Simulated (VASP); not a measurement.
# Ti (P-1) in VASP: notebook

Runs on Ti. Level: PBEsol. Tasks: electric field gradients.

All numbers are computed with VASP 6.6.1; they aren't measurements. Logs are shortened: lines on timing, memory, paths and dates and some standing lists are left out, and cuts for length are marked.

**1. The cell of the first run**

The typed cell holds 2 atoms: a = 2.951 Å, b = 2.988 Å, c = 4.687 Å, α = 90.62°, β = 91.71°, γ = 121.27°.

**2. Electric field gradients, PBEsol (equal xy, yz and zx shear strains of -3 %)**

Contents of INCAR:

```
SYSTEM = Ti
PREC = Accurate
ENCUT = 520
EDIFF = 1E-8
ISMEAR = -1
SIGMA = 0.08
LREAL = .FALSE.
LASPH = .TRUE.
NELM = 100
ALGO = Normal
ISIF = 2
LWAVE = .FALSE.
LCHARG = .FALSE.
GGA = PS
LEFG = .TRUE.
NBANDS = 19
```

Contents of KPOINTS:

```
Automatic mesh
0
G
  13 13 7
  0 0 0
```

Contents of POSCAR:

```
Ti
1.0
    2.9499978604     -0.0442499679     -0.0442499679
   -1.5133205265      2.5768980722     -0.0161966124
   -0.0702900000     -0.0702900000      4.6860000000
Ti
2
Direct
    0.3333333333      0.6666666667      0.2500000000
    0.6666666667      0.3333333333      0.7500000000
```

Potentials or basis: VASP PAW PBE potentials, release 64 (Ti_sv).

On the command line:

```sh
> cat potpaw_PBE.64/Ti_sv/POTCAR > POTCAR
> mpirun -np 1 vasp_std > vasp.out
```

OUTCAR:

```text
SYSTEM = Ti
   PREC = Accurate
   ENCUT = 520
   EDIFF = 1E-8
   ISMEAR = -1
   LREAL = .FALSE.
   LASPH = .TRUE.
   NELM = 100
   ISIF = 2
   GGA = PS

 ion  position               nearest neighbor table
   1  0.333  0.667  0.250-   2 2.83   2 2.86   2 2.90
   2  0.667  0.333  0.750-   1 2.83   1 2.86   1 2.90

  LATTYP: Found a triclinic cell.
 ALAT       =     2.9884452514
 B/A-ratio  =     2.3545969007
 C/A-ratio  =     0.9873567314
 COS(alpha) =     0.0017918142
 COS(beta)  =     0.5191268021
 COS(gamma) =     0.6388804514

  Lattice vectors:

 A1 = (  -1.5133205265,   2.5768980722,  -0.0161966124)
 A2 = (  -0.0063531926,   5.1798361765,  -4.7626431927)
 A3 = (  -2.9499978604,   0.0442499679,   0.0442499679)

Analysis of symmetry for initial positions (statically):
=====================================================================
 Subroutine PRICEL returns:
 Original cell was already a primitive cell.

 Routine SETGRP: Setting up the symmetry group for a
 triclinic supercell.

 Subroutine GETGRP returns: Found  2 space group operations
 (whereof  2 operations were pure point group operations)
 out of a pool of  2 trial point group operations.

The static configuration has the point symmetry S_2 .

Analysis of symmetry for dynamics (positions and initial velocities):
=====================================================================
 Subroutine PRICEL returns:
 Original cell was already a primitive cell.

 Routine SETGRP: Setting up the symmetry group for a
 triclinic supercell.

 Subroutine GETGRP returns: Found  2 space group operations
 (whereof  2 operations were pure point group operations)
 out of a pool of  2 trial point group operations.

The dynamic configuration has the point symmetry S_2 .

 Subroutine INISYM returns: Found  2 space group operations
 (whereof  2 operations are pure point group operations),
 and found     1 'primitive' translations

----------------------------------------------------------------------------------------

                                     Primitive cell

  volume of cell :      35.2923

  direct lattice vectors                    reciprocal lattice vectors
     2.949997860 -0.044249968 -0.044249968     0.342119982  0.200966092  0.008146291
    -1.513320527  2.576898072 -0.016196612     0.005963499  0.391603100  0.005963499
    -0.070290000 -0.070290000  4.686000000     0.003251256  0.003251256  0.213499160

  length of vectors
     2.950661535  2.988445251  4.687054231     0.396862463  0.391693904  0.213548665

  position of ions in fractional coordinates (direct lattice)
     0.333333333  0.666666667  0.250000000
     0.666666667  0.333333333  0.750000000

  ion indices of the primitive-cell ions
   primitive index   ion index
                 1           1
                 2           2

----------------------------------------------------------------------------------------

 KPOINTS: Automatic mesh

Automatic generation of k-mesh.
 Grid dimensions read from file:
 generate k-points for:   13   13    7

 Generating k-lattice:

  Cartesian coordinates                     Fractional coordinates (reciprocal lattice)
     0.026316922  0.015458930  0.000626638     0.076923077 -0.000000000 -0.000000000
     0.000458731  0.030123315  0.000458731     0.000000000  0.076923077  0.000000000
     0.000464465  0.000464465  0.030499880    -0.000000000  0.000000000  0.142857143

  Length of vectors
     0.030527882  0.030130300  0.030506952

  Shift w.r.t. Gamma in fractional coordinates (k-lattice)
     0.000000000  0.000000000  0.000000000

 Subroutine IBZKPT returns following result:
 ===========================================

 Found    592 irreducible k-points:

 Following reciprocal coordinates:
            Coordinates               Weight
  0.000000  0.000000  0.000000      1.000000
  0.076923 -0.000000  0.000000      2.000000
  0.153846  0.000000  0.000000      2.000000
  0.230769  0.000000  0.000000      2.000000
  0.307692  0.000000  0.000000      2.000000
  0.384615  0.000000  0.000000      2.000000
[... 16 lines left out ...]
  0.153846  0.153846  0.000000      2.000000
  0.230769  0.153846  0.000000      2.000000
 [... further k-points ...]
   k-points           NKPTS =    592   k-points in BZ     NKDIM =    592   number of bands    NBANDS=     19
   number of dos      NEDOS =    301   number of ions     NIONS =      2
   total plane-waves  NPLWV =  20736
   dimension x,y,z NGX =    24 NGY =   24 NGZ =   36
   dimension x,y,z NGXF=    48 NGYF=   48 NGZF=   72
   ions per type =               2
   NGX,Y,Z   is equivalent  to a cutoff of  13.52, 13.35, 12.77 a.u.
   NGXF,Y,Z  is equivalent  to a cutoff of  27.04, 26.70, 25.54 a.u.
 SYSTEM =  Ti
   PREC   = accura    normal or accurate (medium, high low for compatibility)
   ISTART =      0    job   : 0-new  1-cont  2-samecut
   ICHARG =      2    charge: 1-file 2-atom 10-const
   ISPIN  =      1    spin polarized calculation?
   LNONCOLLINEAR =      F non collinear calculations
   LSORBIT =      F    spin-orbit coupling
   LASPH  =      T    aspherical Exc in radial PAW
   ENCUT  =  520.0 eV  38.22 Ry    6.18 a.u.   5.49  5.56  8.71*2*pi/ulx,y,z
   NELM   =    100;   NELMIN=  2; NELMDL= -5     # of ELM steps
   EDIFF  = 0.1E-07   stopping-criterion for ELM
   LREAL  =      F    real-space projection
   EDIFFG = 0.1E-06   stopping-criterion for IOM
   NSW    =      0    number of steps for IOM
   IBRION =     -1    ionic relax: 0-MD 1-quasi-New 2-CG
   NFREE  =      0    steps in history (QN), initial steepest desc. (CG)
   ISIF   =      2    stress and relaxation
   ISYM   =      2    0-nonsym 1-usesym 2-fastsym
   POTIM  = 0.5000    time-step for ionic-motion
   TEBEG  =    0.0;   TEEND  =   0.0 temperature during run
   PSTRESS=    0.0 pullay stress
   NELECT =      24.0000    total number of electrons
   NUPDOWN=      -1.0000    fix difference up-down
   EMIN   =  10.00;   EMAX   =-10.00  energy-range for DOS
   EFERMI =   0.00;   METHOD = LEGACY
   ISMEAR =    -1;   SIGMA  =   0.08  broadening in eV -4-tet -1-fermi 0-gaus
   EFERMI_NEDOS =   21; number of points for ismear=-14 and -15
   IALGO  =     38    algorithm
   IMIX   =      4    mixing-type and parameters
     AMIX     =   0.40;   BMIX     =  1.00
     AMIX_MAG =   1.60;   BMIX_MAG =  1.00
  volume/ion in A,a.u.               =      17.65       119.08
  Fermi-wavevector in a.u.,A,eV,Ry     =   1.439633  2.720512 28.198671  2.072544
  Thomas-Fermi vector in A             =   2.558467
   LORBIT       =      0    0 simple, 1 ext, 2 COOP (PROOUT), +10 PAW based schemes
   GGA     = PS    functional components
   LHFCALC =     F    Hartree Fock is set to
   AEXX    =    0.0000 exact exchange contribution
   IVDW    =     0    specifies the selected vdW correction
   LEPSILON=     F    determine dielectric tensor
   LRPA    =     F    only Hartree local field effects (RPA)
 non-spin polarized calculation
  energy-cutoff  :      520.00
  volume of cell :       35.29
 maximum number of plane-waves:       971
 NGX is ok and might be reduce to    24
   NGX = 11   NGY = 11   NGZ = 17

 number of electron      23.9999999 magnetization

 Free energy of the ion-electron system (eV)
  ---------------------------------------------------
  ext. energy  EPLUGINS =         0.00000000
  ---------------------------------------------------
  free energy    TOTEN  =       -16.65012994 eV

  energy without entropy =      -16.59966815  energy(sigma->0) =      -16.62489905

 E-fermi :   8.0193     XC(G=0): -11.5583

 val. band max:        8.0178742080   @ k =   0.4615   0.3077   0.2857
 cond. band min:       8.0210713738   @ k =   0.3077   0.3077   0.4286
 fundamental gap:      0.0031971658
 Fermi energy:         8.0192836605

 k-point     1 :       0.0000    0.0000    0.0000
  band No.  band energies     occupation
      1     -48.6047      2.00000
      2     -48.4737      2.00000
      3     -25.2767      2.00000
      4     -24.6726      2.00000
      5     -24.6436      2.00000
      6     -24.5974      2.00000
[... 11 lines left out ...]
     18       9.7317      0.00000
     19      11.1023      0.00000

 k-point     2 :       0.0769   -0.0000    0.0000
  band No.  band energies     occupation
      1     -48.5987      2.00000
      2     -48.4712      2.00000
      3     -25.2636      2.00000
      4     -24.6839      2.00000
      5     -24.6690      2.00000
      6     -24.6067      2.00000
[... 476 lines left out ...]
 k-point    24 :       0.2308    0.1538    0.0000
  band No.  band energies     occupation
      1     -48.5187      2.00000
      2     -48.4470      2.00000
      3     -25.0698      2.00000
      4     -24.9700      2.00000
      5     -24.9339      2.00000
      6     -24.7708      2.00000
[... 11 lines left out ...]
     18      11.2524      0.00000
     19      11.3842      0.00000

 [... further k-points ...]
[... 5 lines left out ...]
  --------------------------------------------------------------------------------------
  -------------------------------------------------------------------------------------
  Total       -1.2727681     -1.2656844     -1.3851593      0.4057694      0.2680023      0.2704241
  in kB      -57.7802920    -57.4587084    -62.8825543     18.4208537     12.1665946     12.2765348
  external PRESSURE =     -59.3738516 kB  Pullay stress =       0.0000000 kB

 VOLUME and BASIS-vectors are now :
 -----------------------------------------------------------------------------
  energy-cutoff  :      520.00
  volume of cell :       35.29
      direct lattice vectors                 reciprocal lattice vectors
     2.949997860 -0.044249968 -0.044249968     0.342119982  0.200966092  0.008146291
    -1.513320527  2.576898072 -0.016196612     0.005963499  0.391603100  0.005963499
    -0.070290000 -0.070290000  4.686000000     0.003251256  0.003251256  0.213499160

 POSITION                                       TOTAL-FORCE (eV/Angst)
 -----------------------------------------------------------------------------------
     -0.04312      1.68561      1.14595         0.077377      0.002843      0.015456
      1.40951      0.77675      3.47960        -0.077377     -0.002843     -0.015456
 -----------------------------------------------------------------------------------
    total drift:                               -0.000000      0.000000     -0.000000

  FREE ENERGIE OF THE ION-ELECTRON SYSTEM (eV)
  ---------------------------------------------------
  free  energy   TOTEN  =       -16.6501299446 eV

  energy  without entropy=      -16.5996681475  energy(sigma->0) =      -16.62489905

 Electric field gradients (V/A^2)
---------------------------------------------------------------------
 ion       V_xx      V_yy      V_zz      V_xy      V_xz      V_yz
---------------------------------------------------------------------
   1      -8.439    -8.189    16.627     0.867     2.094     2.113
   2      -8.439    -8.189    16.627     0.867     2.094     2.113
---------------------------------------------------------------------

 Electric field gradients after diagonalization (V/A^2)
 (convention: |V_zz| > |V_xx| > |V_yy|)
----------------------------------------------------------------------
 ion       V_xx      V_yy      V_zz     asymmetry (V_yy - V_xx)/ V_zz
----------------------------------------------------------------------
   1      -9.192    -7.798    16.990       0.082
   2      -9.192    -7.798    16.990       0.082
----------------------------------------------------------------------

           NMR quadrupolar parameters

 Cq : quadrupolar parameter    Cq=e*Q*V_zz/h
 eta: asymmetry parameters     (V_yy - V_xx)/ V_zz
 Q  : nuclear electric quadrupole moment in mb (millibarn)
----------------------------------------------------------------------
 ion       Cq(MHz)       eta       Q (mb)
----------------------------------------------------------------------
   1       0.041       0.082       1.000
   2       0.041       0.082       1.000
----------------------------------------------------------------------
```

Run time: 3 min. Hardware: 1 thread of Intel Xeon Platinum 8488C (Sapphire Rapids), shared host; peak memory 0.41 GiB.

Results:

* Free energy: -16.6501 eV
* Pressure: -5.9 GPa
* Largest force: 0.079 eV/Å
* Band gap on the k mesh: zero (bands 12 and 13 overlap by 1.11 eV)
* Largest electric field gradient by atom: Ti +17.0 V/Å²

Forces in eV/Å, atoms in the order of the input:
```
Ti   0.077  0.003  0.015
Ti  -0.077 -0.003 -0.015
```

Levels at points of the mesh, in eV from the Fermi level:
```
           k point  band 8  band 9  band 10  band 11  band 12  band 13  band 14  band 15  band 16  band 17
(0.00, 0.00, 0.00)  -32.56   -6.15    -2.63     0.61     0.75     0.86     0.98     1.12     1.42     1.60
```

Electric field gradients, principal values (V/Å²):
```
atom   least  middle  greatest (by size)
1 Ti  -7.798  -9.192              16.990
2 Ti  -7.798  -9.192              16.990
```

Caveat: the cell differs from its parent crystal (equal xy, yz and zx shear strains of -3 %); the cell stands under tension; without QUAD_EFG the Cq values of the log hold for a quadrupole moment of 1 mb, not for the nuclei; the PAW data sets were made with another functional, which shifts forces and pressure a little.

(Part 1 of 2 ends here.)
